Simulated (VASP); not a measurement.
# La (P6_3/mmc) in VASP: single point with r2SCAN+D3(BJ)

Aim: the single point of La with r2SCAN+D3(BJ).

Everything below comes from runs of VASP 6.6.1. Logs are shortened: lines on timing, memory, paths and dates and some standing lists are left out, and cuts for length are marked.

### 1 The cell of the first run

It takes space group P6_3/mmc (No. 194, hexagonal). Conventional cell: a = 3.770 Å, b = 3.770 Å, c = 12.159 Å, α = 90.00°, β = 90.00°, γ = 120.00°. Within 4.9 Å of La (site symmetry -3m) lie 12 La at 3.74 to 3.77 Å. La (site symmetry -6m2) has 12 La at 3.74 to 3.77 Å within 4.9 Å.

### 2 Single point, r2SCAN+D3(BJ)

The input, POSCAR:

```
La
1.0
    3.7700000000      0.0000000000      0.0000000000
   -1.8850000000      3.2649160000      0.0000000000
    0.0000000000      0.0000000000     12.1590000000
La
4
Direct
    0.0000000000      0.0000000000      0.0000000000
    0.0000000000      0.0000000000      0.5000000000
    0.3333333333      0.6666666667      0.7500000000
    0.6666666667      0.3333333333      0.2500000000
```

The input, INCAR.step1:

```
SYSTEM = La
  ALGO = Normal
  EDIFF = 1E-4
  ENCUT = 520
  GGA = PE
  ISMEAR = 1
  ISYM = 0
  LASPH = .True.
  LCHARG = .False.
  LREAL = .False.
  LWAVE = .True.
  NBANDS = 30
  NELM = 100
  PREC = Accurate
  SIGMA = 0.1
```

The input, INCAR.step2:

```
SYSTEM = La
  ALGO = Normal
  EDIFF = 1E-6
  ENCUT = 520
  ISIF = 2
  ISMEAR = 1
  ISTART = 1
  ISYM = 0
  IVDW = 12
  LASPH = .True.
  LCHARG = .True.
  LELF = .True.
  LMIXTAU = .True.
  LREAL = .False.
  LVHAR = .True.
  LWAVE = .False.
  METAGGA = R2SCAN
  NBANDS = 30
  NELM = 100
  PREC = Accurate
  SIGMA = 0.1
  VDW_A1 = 0.49484001
  VDW_A2 = 5.73083694
  VDW_S6 = 1.0
  VDW_S8 = 0.78981345
```

The input, KPOINTS:

```
Automatic mesh
0
Gamma
  7 7 2
  0.5 0.5 0.5
```

Potentials or basis: VASP PAW PBE potentials, release 64 (La).

Launch:

```console
cat potpaw_PBE.64/La/POTCAR > POTCAR
cp INCAR.step1 INCAR
mpirun -np 1 vasp_std > vasp.out
cp INCAR.step2 INCAR
mpirun -np 1 vasp_std > vasp.out
```

OUTCAR:

```text
SYSTEM = La
   EDIFF = 1E-6
   ENCUT = 520
   ISIF = 2
   ISMEAR = 1
   ISTART = 1
   ISYM = 0
   IVDW = 12
   LASPH = .True.
   LREAL = .False.
   METAGGA = R2SCAN
   NELM = 100
   PREC = Accurate
 IVDW          = 12

 ion  position               nearest neighbor table
   1  0.000  0.000  0.000-
   2  0.000  0.000  0.500-
   3  0.333  0.667  0.750-
   4  0.667  0.333  0.250-

IMPORTANT INFORMATION: All symmetrisations will be switched off!
NOSYMM: (Re-)initialisation of all symmetry stuff for point group C_1.

----------------------------------------------------------------------------------------

                                     Primitive cell

  volume of cell :     149.6619

  direct lattice vectors                    reciprocal lattice vectors
     3.770000000  0.000000000  0.000000000     0.265251989  0.153143297  0.000000000
    -1.885000000  3.264916000  0.000000000     0.000000000  0.306286594  0.000000000
     0.000000000  0.000000000 12.159000000     0.000000000  0.000000000  0.082243606

  length of vectors
     3.770000000  3.770000197 12.159000000     0.306286610  0.306286594  0.082243606

  position of ions in fractional coordinates (direct lattice)
     0.000000000  0.000000000  0.000000000
     0.000000000  0.000000000  0.500000000
     0.333333333  0.666666667  0.750000000
     0.666666667  0.333333333  0.250000000

  ion indices of the primitive-cell ions
   primitive index   ion index
                 1           1
                 2           2
                 3           3
                 4           4

----------------------------------------------------------------------------------------

 KPOINTS: Automatic mesh

Automatic generation of k-mesh.
 Grid dimensions read from file:
 generate k-points for:    7    7    2

 Generating k-lattice:

  Cartesian coordinates                     Fractional coordinates (reciprocal lattice)
     0.037893141  0.021877614  0.000000000     0.142857143 -0.000000000  0.000000000
     0.000000000  0.043755228  0.000000000     0.000000000  0.142857143  0.000000000
     0.000000000  0.000000000  0.041121803     0.000000000  0.000000000  0.500000000

  Length of vectors
     0.043755230  0.043755228  0.041121803

  Shift w.r.t. Gamma in fractional coordinates (k-lattice)
     0.500000000  0.500000000  0.500000000

 Subroutine IBZKPT returns following result:
 ===========================================

 Found    147 irreducible k-points:

 Following reciprocal coordinates:
            Coordinates               Weight
  0.071429  0.071429  0.250000      2.000000
 -0.071429  0.142857  0.250000      2.000000
 -0.142857  0.071429  0.250000      2.000000
 -0.071429 -0.071429  0.250000      2.000000
  0.071429 -0.142857  0.250000      2.000000
  0.142857 -0.071429  0.250000      2.000000
[... 16 lines left out ...]
  0.071429 -0.428571  0.250000      2.000000
  0.428571 -0.357143  0.250000      2.000000
 [... further k-points ...]
   k-points           NKPTS =    147   k-points in BZ     NKDIM =    147   number of bands    NBANDS=     30
   number of dos      NEDOS =    301   number of ions     NIONS =      4
   total plane-waves  NPLWV =  70560
   dimension x,y,z NGX =    28 NGY =   28 NGZ =   90
   dimension x,y,z NGXF=    56 NGYF=   56 NGZF=  180
   ions per type =               4
   NGX,Y,Z   is equivalent  to a cutoff of  12.35, 12.35, 12.31 a.u.
   NGXF,Y,Z  is equivalent  to a cutoff of  24.69, 24.69, 24.61 a.u.
 SYSTEM =  La
   PREC   = accura    normal or accurate (medium, high low for compatibility)
   ISTART =      1    job   : 0-new  1-cont  2-samecut
   ICHARG =      0    charge: 1-file 2-atom 10-const
   ISPIN  =      1    spin polarized calculation?
   LNONCOLLINEAR =      F non collinear calculations
   LSORBIT =      F    spin-orbit coupling
   LASPH  =      T    aspherical Exc in radial PAW
   ENCUT  =  520.0 eV  38.22 Ry    6.18 a.u.   7.01  7.01 22.61*2*pi/ulx,y,z
   NELM   =    100;   NELMIN=  2; NELMDL=  0     # of ELM steps
   EDIFF  = 0.1E-05   stopping-criterion for ELM
   LREAL  =      F    real-space projection
   EDIFFG = 0.1E-04   stopping-criterion for IOM
   NSW    =      0    number of steps for IOM
   IBRION =     -1    ionic relax: 0-MD 1-quasi-New 2-CG
   NFREE  =      0    steps in history (QN), initial steepest desc. (CG)
   ISIF   =      2    stress and relaxation
   ISYM   =      0    0-nonsym 1-usesym 2-fastsym
   POTIM  = 0.5000    time-step for ionic-motion
   TEBEG  =    0.0;   TEEND  =   0.0 temperature during run
   PSTRESS=    0.0 pullay stress
   NELECT =      44.0000    total number of electrons
   NUPDOWN=      -1.0000    fix difference up-down
   EMIN   =  10.00;   EMAX   =-10.00  energy-range for DOS
   EFERMI =   0.00;   METHOD = LEGACY
   ISMEAR =     1;   SIGMA  =   0.10  broadening in eV -4-tet -1-fermi 0-gaus
   EFERMI_NEDOS =   21; number of points for ismear=-14 and -15
   IALGO  =     38    algorithm
   IMIX   =      4    mixing-type and parameters
     AMIX     =   0.40;   BMIX     =  1.00
     AMIX_MAG =   1.60;   BMIX_MAG =  1.00
  volume/ion in A,a.u.               =      37.42       252.49
  Fermi-wavevector in a.u.,A,eV,Ry     =   1.088567  2.057094 16.122617  1.184979
  Thomas-Fermi vector in A             =   2.224752
   LORBIT       =      0    0 simple, 1 ext, 2 COOP (PROOUT), +10 PAW based schemes
   METAGGA = R2SCAN    functional components
   LHFCALC =     F    Hartree Fock is set to
   AEXX    =    0.0000 exact exchange contribution
   IVDW    =    12    specifies the selected vdW correction
   LEPSILON=     F    determine dielectric tensor
   LRPA    =     F    only Hartree local field effects (RPA)
 non-spin polarized calculation
 Methfessel and Paxton  Order N= 1 SIGMA  =   0.10
  energy-cutoff  :      520.00
  volume of cell :      149.66
 maximum number of plane-waves:      4046
   NGX = 13   NGY = 13   NGZ = 45

 number of electron      44.0000000 magnetization

 Free energy of the ion-electron system (eV)
  ---------------------------------------------------
  ext. energy  EPLUGINS =         0.00000000
  ---------------------------------------------------
  free energy    TOTEN  =      -118.93953476 eV

  energy without entropy =     -118.93800966  energy(sigma->0) =     -118.93902639

 E-fermi :   7.9579     XC(G=0): -10.1818

 val. band max:        7.9372808601   @ k =  -0.2857   0.5000   0.2500
 cond. band min:       7.9654032709   @ k =  -0.3571   0.2857  -0.2500
 fundamental gap:      0.0281224108
 Fermi energy:         7.9579097351

 k-point     1 :       0.0714    0.0714    0.2500
  band No.  band energies     occupation
      1     -26.1514      2.00000
      2     -26.0978      2.00000
      3     -26.0196      2.00000
      4     -25.9638      2.00000
      5     -10.0291      2.00000
      6      -9.7150      2.00000
[... 22 lines left out ...]
     29       9.5586     -0.00000
     30       9.6788     -0.00000

 k-point     2 :      -0.0714    0.1429    0.2500
  band No.  band energies     occupation
      1     -26.1514      2.00000
      2     -26.0978      2.00000
      3     -26.0196      2.00000
      4     -25.9638      2.00000
      5     -10.0291      2.00000
      6      -9.7150      2.00000
[... 22 lines left out ...]
     29       9.5580     -0.00000
     30       9.6591     -0.00000

 k-point     3 :      -0.1429    0.0714    0.2500
  band No.  band energies     occupation
      1     -26.1514      2.00000
      2     -26.0978      2.00000
      3     -26.0196      2.00000
      4     -25.9638      2.00000
      5     -10.0291      2.00000
      6      -9.7150      2.00000
[... 22 lines left out ...]
     29       9.5589     -0.00000
     30       9.6545     -0.00000

 k-point     4 :      -0.0714   -0.0714    0.2500
  band No.  band energies     occupation
      1     -26.1514      2.00000
      2     -26.0978      2.00000
      3     -26.0196      2.00000
      4     -25.9638      2.00000
      5     -10.0291      2.00000
      6      -9.7150      2.00000
[... 22 lines left out ...]
     29       9.5590     -0.00000
     30       9.6595     -0.00000

 k-point     5 :       0.0714   -0.1429    0.2500
  band No.  band energies     occupation
      1     -26.1514      2.00000
      2     -26.0978      2.00000
      3     -26.0196      2.00000
      4     -25.9638      2.00000
      5     -10.0291      2.00000
      6      -9.7150      2.00000
[... 22 lines left out ...]
     29       9.5583     -0.00000
     30       9.6551     -0.00000
[... 526 lines left out ...]
     29       9.6845     -0.00000
     30       9.7945     -0.00000

 k-point    22 :      -0.3571   -0.0714    0.2500
  band No.  band energies     occupation
      1     -26.0023      2.00000
      2     -25.9769      2.00000
      3     -25.9390      2.00000
      4     -25.9133      2.00000
      5      -9.9724      2.00000
      6      -9.9278      2.00000
[... 22 lines left out ...]
     29       9.6845     -0.00000
     30       9.7923     -0.00000

 k-point    23 :       0.0714   -0.4286    0.2500
  band No.  band energies     occupation
      1     -26.0023      2.00000
      2     -25.9769      2.00000
      3     -25.9390      2.00000
      4     -25.9133      2.00000
      5      -9.9724      2.00000
      6      -9.9278      2.00000
[... 22 lines left out ...]
     29       9.6845     -0.00000
     30       9.7940     -0.00000

 k-point    24 :       0.4286   -0.3571    0.2500
  band No.  band energies     occupation
      1     -26.0023      2.00000
      2     -25.9769      2.00000
      3     -25.9390      2.00000
      4     -25.9133      2.00000
      5      -9.9724      2.00000
      6      -9.9278      2.00000
[... 22 lines left out ...]
     29       9.6845     -0.00000
     30       9.7932     -0.00000

 [... further k-points ...]

------------------------ aborting loop because EDIFF is reached ----------------------------------------

 Edisp (eV)   -0.77765

 E8    (eV) :    -0.3664

  FORCE on cell =-STRESS in cart. coord.  units (eV):
  Direction    XX          YY          ZZ          XY          YZ          ZX
  --------------------------------------------------------------------------------------
  -------------------------------------------------------------------------------------
  Total      -0.31141    -0.31114    -1.49397     0.00021    -0.00000     0.00001
  in kB      -3.33371    -3.33089   -15.99340     0.00222    -0.00003     0.00011
  external pressure =       -7.55 kB  Pullay stress =        0.00 kB

 VOLUME and BASIS-vectors are now :
 -----------------------------------------------------------------------------
  energy-cutoff  :      520.00
  volume of cell :      149.66
      direct lattice vectors                 reciprocal lattice vectors
     3.770000000  0.000000000  0.000000000     0.265251989  0.153143297  0.000000000
    -1.885000000  3.264916000  0.000000000     0.000000000  0.306286594  0.000000000
     0.000000000  0.000000000 12.159000000     0.000000000  0.000000000  0.082243606

 POSITION                                       TOTAL-FORCE (eV/Angst)
 -----------------------------------------------------------------------------------
      0.00000      0.00000      0.00000         0.000006     -0.000001      0.000303
      0.00000      0.00000      6.07950        -0.000005      0.000000     -0.000189
     -0.00000      2.17661      9.11925        -0.000012     -0.000001      0.000504
      1.88500      1.08831      3.03975         0.000011      0.000001     -0.000617
 -----------------------------------------------------------------------------------
    total drift:                                0.000009      0.000014      0.000098

  FREE ENERGIE OF THE ION-ELECTRON SYSTEM (eV)
  ---------------------------------------------------
  free  energy   TOTEN  =      -119.7171825050 eV

  energy  without entropy=     -119.7156574058  energy(sigma->0) =     -119.71667414
```

Run time: 68 min. Hardware: 1 thread of Intel Xeon Platinum 8259CL at 2.50GHz (Skylake/Cascade Lake), shared host; peak memory 0.68 GiB.

What came out:

- Free energy: -119.7172 eV
- Pressure: -0.8 GPa
- Band gap on the k mesh: zero (bands 22 and 23 overlap by 0.69 eV)
- Dispersion energy per atom: -0.194 eV

Levels at points of the mesh, in eV from the Fermi level:
| k point | band 20 | band 21 | band 22 | band 23 | band 24 | band 25 |
| --- | --- | --- | --- | --- | --- | --- |
| (0.07, 0.07, 0.25) | -1.40 | 0.21 | 0.33 | 0.48 | 0.86 | 0.93 |

Caveat: the PAW data sets were made with another functional, which shifts forces and pressure a little; spin-orbit coupling is left out, which moves the levels of the heavy elements.

The gap in the log of VASP goes by the Fermi energy; the results here count the filled bands.